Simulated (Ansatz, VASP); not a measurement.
ZnSe2 in VASP and in Ansatz

```xyz
12
Lattice="6.1456 0.0000 0.0000 0.0000 6.1456 0.0000 0.0000 0.0000 6.3498" Properties=species:S:1:pos:R:3 pbc="T T T"
Zn    3.0728    3.0728    0.0000
Zn    3.0728    0.0000    3.1749
Zn    0.0000    3.0728    3.1749
Zn    0.0000    0.0000    0.0000
Se    0.6771    5.4647    2.4777
Se    5.4685    2.3919    0.6972
Se    2.3957    0.6809    5.6526
Se    3.7499    3.7537    3.8722
Se    5.4685    0.6809    3.8722
Se    0.6771    3.7537    5.6526
Se    3.7499    5.4647    0.6972
Se    2.3957    2.3919    2.4777
```

Alike in both runs: task single point; functional PBEsol; k mesh 6 × 6 × 6; occupations gaussian, width 0.02 eV; no spin polarisation.

|  | VASP | Ansatz |
| --- | --- | --- |
| version | VASP 6.6.1 | Ansatz 0.2.0 |
| potentials or method | VASP PAW PBE potentials, release 64 (Zn, Se), cutoff 520 eV | scalar-relativistic, plane waves, PAW |
| valence electrons in the cell | 96 | 176 |

```csv
,VASP,Ansatz,Ansatz less VASP
gap on the k mesh at the Fermi level (eV),0.59,0.59,0.000
least direct gap on the mesh (eV),0.68,0.68,-0.005
pressure (GPa),1.3,1.0,-0.28
"traceless stress, the component that is largest in VASP (GPa)",-1.01,-0.99,+0.018
rms of the force components (eV/Å),0.014,0.001,-0.0129
```

VASP's potentials were made for PBE, not for PBEsol. Atom by atom the forces differ by 0.013 eV/Å (rms over components). VASP's potentials hold 96 valence electrons a cell and Ansatz's 176, so a difference there can come from the potentials and not from the codes.
